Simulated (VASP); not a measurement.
# CdH (P6_3/mmc) in VASP: notebook, part 2 of 2

VASP 6.6.1. The steps go on from the part before.

## 4. Relaxation of cell and atoms, PBE

This run uses another cell than the first one, of 16.51 Å³/atom.

Input file INCAR:

```
SYSTEM = CdH
PREC = Accurate ; ENCUT = 600
EDIFF = 1E-6 ; ISMEAR = 0
SIGMA = 0.1 ; LREAL = .FALSE.
LASPH = .TRUE. ; NELM = 100
ALGO = Fast ; ISIF = 3
LWAVE = .FALSE. ; LCHARG = .FALSE.
GGA = PE ; IBRION = 2
NSW = 90 ; EDIFFG = -0.025
```

Input file KPOINTS:

```
Automatic mesh
0
G
  12 12 2
  0 0 0
```

Input file POSCAR:

```
CdH
1.0
    3.1558992974      0.0000000000      0.0000000000
   -1.5779496487      2.7330889633      0.0000000000
    0.0000000000      0.0000000000     15.3149667792
Cd H
4 4
Direct
    1.0000000000      1.0000000000      0.0000000000
    0.3333333333      0.6666666667      0.2500000000
    1.0000000000      1.0000000000      0.5000000000
    0.6666666667      0.3333333333      0.7500000000
    0.3333333333      0.6666666667      0.5671665100
    0.6666666667      0.3333333333      0.4328334900
    0.6666666667      0.3333333333      0.0671665100
    0.3333333333      0.6666666667      0.9328334900
```

Potentials or basis: VASP PAW PBE potentials, release 64 (Cd, H).

Command:

```sh
$ cat potpaw_PBE.64/Cd/POTCAR potpaw_PBE.64/H/POTCAR > POTCAR
$ mpirun -np 1 vasp_std > vasp.out
```

OUTCAR:

```text
SYSTEM = CdH
   PREC = Accurate
   ENCUT = 600
   EDIFF = 1E-6
   ISMEAR = 0
   LREAL = .FALSE.
   LASPH = .TRUE.
   NELM = 100
   ISIF = 3
   GGA = PE
   IBRION = 2
   NSW = 90
   EDIFFG = -0.025

 ion  position               nearest neighbor table
   1  0.000  0.000  0.000-   7 2.09   8 2.09   8 2.09   7 2.09   7 2.09   8 2.09
   2  0.333  0.667  0.250-
   3  0.000  0.000  0.500-   5 2.09   6 2.09   5 2.09   6 2.09   6 2.09   5 2.09
   4  0.667  0.333  0.750-
   5  0.333  0.667  0.567-   3 2.09   3 2.09   3 2.09
   6  0.667  0.333  0.433-   3 2.09   3 2.09   3 2.09
   7  0.667  0.333  0.067-   1 2.09   1 2.09   1 2.09
   8  0.333  0.667  0.933-   1 2.09   1 2.09   1 2.09

  LATTYP: Found a hexagonal cell.
 ALAT       =     3.1558992974
 C/A-ratio  =     4.8528059155

  Lattice vectors:

 A1 = (   3.1558992974,   0.0000000000,   0.0000000000)
 A2 = (  -1.5779496487,   2.7330889633,   0.0000000000)
 A3 = (   0.0000000000,   0.0000000000,  15.3149667792)

Analysis of symmetry for initial positions (statically):
=====================================================================
 Subroutine PRICEL returns:
 Original cell was already a primitive cell.

 Routine SETGRP: Setting up the symmetry group for a
 hexagonal supercell.

 Subroutine GETGRP returns: Found 24 space group operations
 (whereof 12 operations were pure point group operations)
 out of a pool of 24 trial point group operations.

The static configuration has the point symmetry D_3d.
 The point group associated with its full space group is D_6h.

Analysis of symmetry for dynamics (positions and initial velocities):
=====================================================================
 Subroutine PRICEL returns:
 Original cell was already a primitive cell.

[... 202 lines left out ...]
 -----------------------------------------------------------------------------------
    total drift:                                0.000000     -0.000000      0.000000

  FREE ENERGIE OF THE ION-ELECTRON SYSTEM (eV)
  ---------------------------------------------------
  free  energy   TOTEN  =       -13.5174227631 eV

  energy  without entropy=      -13.5111103336  energy(sigma->0) =      -13.51426655

--------------------------------------- Ionic step        2  -------------------------------------------

 number of electron      51.9999992 magnetization

 Free energy of the ion-electron system (eV)
  ---------------------------------------------------
  ext. energy  EPLUGINS =         0.00000000
  ---------------------------------------------------
  free energy    TOTEN  =       -13.51963453 eV

  energy without entropy =      -13.51333017  energy(sigma->0) =      -13.51648235

 E-fermi :   1.2974     XC(G=0):  -9.3230

 val. band max:        1.2965785692   @ k =   0.5000   0.0000   0.0000
 cond. band min:       1.5245094977   @ k =   0.0000   0.0000   0.0000
 fundamental gap:      0.2279309285
 Fermi energy:         1.2973955608

 k-point     1 :       0.0000    0.0000    0.0000
  band No.  band energies     occupation
      1      -9.0347      2.00000
      2      -9.0273      2.00000
      3      -8.2156      2.00000
      4      -8.2156      2.00000
      5      -8.2156      2.00000
      6      -8.2156      2.00000
[... 805 lines left out ...]
     30       4.6687      0.00000
     31       5.2848      0.00000

 [... further k-points ...]

------------------------ aborting loop because EDIFF is reached ----------------------------------------

  FORCE on cell =-STRESS in cart. coord.  units (eV):
  Direction    XX          YY          ZZ          XY          YZ          ZX
  --------------------------------------------------------------------------------------
  -------------------------------------------------------------------------------------
  Total        0.1795831      0.1795831     -0.0416839      0.0000000      0.0000000      0.0000000
  in kB        2.1639112      2.1639112     -0.5022759      0.0000000      0.0000000      0.0000000
  external PRESSURE =       1.2751822 kB  Pullay stress =       0.0000000 kB

 VOLUME and BASIS-vectors are now :
 -----------------------------------------------------------------------------
  energy-cutoff  :      600.00
  volume of cell :      132.96
      direct lattice vectors                 reciprocal lattice vectors
     3.165494934  0.000000000 -0.000000000     0.315906366  0.182388625 -0.000000000
    -1.582747467  2.741399028  0.000000000    -0.000000000  0.364777250 -0.000000000
     0.000000000  0.000000000 15.322256430     0.000000000 -0.000000000  0.065264539

 POSITION                                       TOTAL-FORCE (eV/Angst)
 -----------------------------------------------------------------------------------
      3.16549      0.00000     -0.00000         0.000000      0.000000      0.000000
     -0.00000      1.82760      3.83056        -0.000000      0.000000     -0.000000
      3.16549      0.00000      7.66113         0.000000      0.000000      0.000000
      1.58275      0.91380     11.49169         0.000000     -0.000000     -0.000000
     -0.00000      1.82760      8.69189        -0.000000      0.000000      0.010516
      1.58275      0.91380      6.63036         0.000000      0.000000     -0.010516
      1.58275      0.91380      1.03077        -0.000000      0.000000      0.010516
     -0.00000      1.82760     14.29149         0.000000     -0.000000     -0.010516
 -----------------------------------------------------------------------------------
    total drift:                                0.000000      0.000000      0.000000

  FREE ENERGIE OF THE ION-ELECTRON SYSTEM (eV)
  ---------------------------------------------------
  free  energy   TOTEN  =       -13.5196345258 eV

  energy  without entropy=      -13.5133301684  energy(sigma->0) =      -13.51648235

 reached required accuracy - stopping structural energy minimisation
```

Run time: 2.4 min. Hardware: 1 thread of Intel Xeon 6975P-C (Granite Rapids), shared host; peak memory 0.4 GiB.

What came out:

- Free energy: -13.5196 eV
- Relaxed volume: 16.62 Å³/atom
- Relaxed cell: a = 3.165 Å, b = 3.165 Å, c = 15.322 Å, α = 90.00°, β = 90.00°, γ = 120.00°
- Space group after relaxing (to 0.1 Å): P6_3/mmc (No. 194)
- Energy gained by relaxing: 0.3 meV/atom
- Ionic steps: 2
- Pressure after relaxing: 0.1 GPa
- Largest force after relaxing: 0.011 eV/Å
- Band gap on the k mesh: zero (bands 26 and 27 overlap by 0.26 eV)

Forces in eV/Å, atoms in the order of the input:
```
Cd   0.000  0.000  0.000
Cd   0.000  0.000  0.000
Cd   0.000  0.000  0.000
Cd   0.000  0.000  0.000
H    0.000  0.000  0.011
H    0.000  0.000 -0.011
H    0.000  0.000  0.011
H    0.000  0.000 -0.011
```

Step by step:
```tsv
step	energy change (eV)	largest force (eV/Å)	pressure (GPa)	volume (Å³)
1	0.0000	0.0336	0.44	132.10
2	-0.0022	0.0105	0.13	132.96
```

Final structure:
```xyz
8
Lattice="3.1655 0.0000 0.0000 -1.5827 2.7414 0.0000 0.0000 0.0000 15.3223" Properties=species:S:1:pos:R:3 pbc="T T T"
Cd    3.1655    0.0000    0.0000
Cd    0.0000    1.8276    3.8306
Cd    3.1655    0.0000    7.6611
Cd    1.5827    0.9138   11.4917
H     0.0000    1.8276    8.6919
H     1.5827    0.9138    6.6304
H     1.5827    0.9138    1.0308
H     0.0000    1.8276   14.2915
```

Levels at points of the mesh, in eV from the Fermi level:
| k point | band 23 | band 24 | band 25 | band 26 | band 27 | band 28 | band 29 | band 30 |
| --- | --- | --- | --- | --- | --- | --- | --- | --- |
| (0.00, 0.00, 0.00) | -6.48 | -5.43 | -5.22 | -3.75 | 0.23 | 1.54 | 5.43 | 7.27 |
| (0.50, 0.00, 0.00) | -2.92 | -2.77 | -0.61 | -0.46 | -0.05 | 0.00 | 0.93 | 1.73 |
| (0.00, 0.00, 0.50) | -6.15 | -6.15 | -4.31 | -4.31 | 0.86 | 0.86 | 6.22 | 6.22 |
| (0.50, 0.00, 0.50) | -2.85 | -2.85 | -0.38 | -0.38 | -0.26 | -0.26 | 1.43 | 1.43 |

## 5. The runs side by side

| task | cell | k mesh | cutoff (eV) | gap on the mesh (eV) | pressure (GPa) | largest force (eV/Å) |
| --- | --- | --- | --- | --- | --- | --- |
| single point | a = 3.169, b = 3.169, c = 15.280 Å, angles 90.0, 90.0, 120.0°, 8 atoms, atomic positions A | 12 × 12 × 2 | 520 | none | 0.2 | 0.03 |
| single point | a = 3.098, b = 3.098, c = 13.895 Å, angles 90.0, 90.0, 120.0°, 8 atoms, atomic positions B | 12 × 12 × 4 | 520 | none | 0.2 | 0.01 |
| relaxation of cell and atoms | relaxed from a = 3.156, b = 3.156, c = 15.315 Å, angles 90.0, 90.0, 120.0°, 8 atoms, atomic positions A | 12 × 12 × 2 | 600 | none | 0.1 | 0.01 |

Alike in all rows: level PBE; potentials or basis VASP PAW PBE potentials, release 64 (Cd, H); no spin polarisation; smearing gaussian 0.1 eV.

Absolute energies hang on the potentials; compare differences alone.
